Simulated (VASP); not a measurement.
A run of VASP 6.6.1 is set up as follows.

Contents of INCAR:

```
SYSTEM = Li4Nb4O11
PREC     = Accurate       ! precision mode
ENCUT    = 520            ! plane-wave cutoff, eV
EDIFF    = 1E-6           ! SCF threshold, eV
ISMEAR   = 0              ! smearing method
SIGMA    = 0.05           ! smearing width, eV
LREAL    = Auto         
LASPH    = .True.         ! aspherical terms in the spheres
NELM     = 60             ! most SCF steps
ALGO     = Normal         ! electronic algorithm
ISIF     = 2              ! what is computed and relaxed
LWAVE    = .False.        ! write WAVECAR
LCHARG   = .False.        ! write CHGCAR
GGA      = PE             ! functional
NBANDS   = 80             ! bands
NELECT   = 128.0
```

File KPOINTS:

```
Automatic mesh
0
Gamma
  4 4 4
  0 0 0
```

Contents of POSCAR:

```
Li4Nb4O11
1.0
    5.2231019317      0.0000000000      0.0000000000
    0.0000000000      3.0155593063     -4.5984613597
    0.0000000000      6.0311186126      4.5984613597
Li Nb O
4 4 11
Direct
    0.0000000000      0.5000000000      0.2500000000
    0.5000000000      0.0000000000      0.7500000000
    0.0000000000      0.5000000000      0.7500000000
    0.5000000000      0.0000000000      0.2500000000
    0.5000000000      0.5000000000      0.5000000000
    0.0000000000      0.0000000000      0.0000000000
    0.0000000000      0.0000000000      0.5000000000
    0.5000000000      0.5000000000      0.0000000000
    0.8803293659      0.0000000000      0.2500000000
    0.3803293659      0.5000000000      0.7500000000
    0.8098353170      0.6901646830      0.9401646830
    0.8098353170      0.3098353170      0.5598353170
    0.3098353170      0.8098353170      0.0598353170
    0.1196706341      0.0000000000      0.7500000000
    0.6196706341      0.5000000000      0.2500000000
    0.6901646830      0.8098353170      0.5598353170
    0.1901646830      0.3098353170      0.0598353170
    0.1874109342      0.8222192216      0.4401646830
    0.6901646830      0.1901646830      0.9401646830
```

Potentials or basis: VASP PAW PBE potentials, release 64 (Li_sv, Nb_sv, O).

Launch:

```sh
$ cat potpaw_PBE.64/Li_sv/POTCAR potpaw_PBE.64/Nb_sv/POTCAR potpaw_PBE.64/O/POTCAR > POTCAR
$ mpirun -np 1 vasp_std > vasp.out
```

(1) What does it give for the largest force?

Answers

(1) 32.109 eV/Å.

Caveat: the cell carries a net charge on a neutralising background, which shifts energy and pressure; the cell differs from its parent crystal (atom 18 moved 0.250 of the way to it and -0.175 Å across, host rigid).
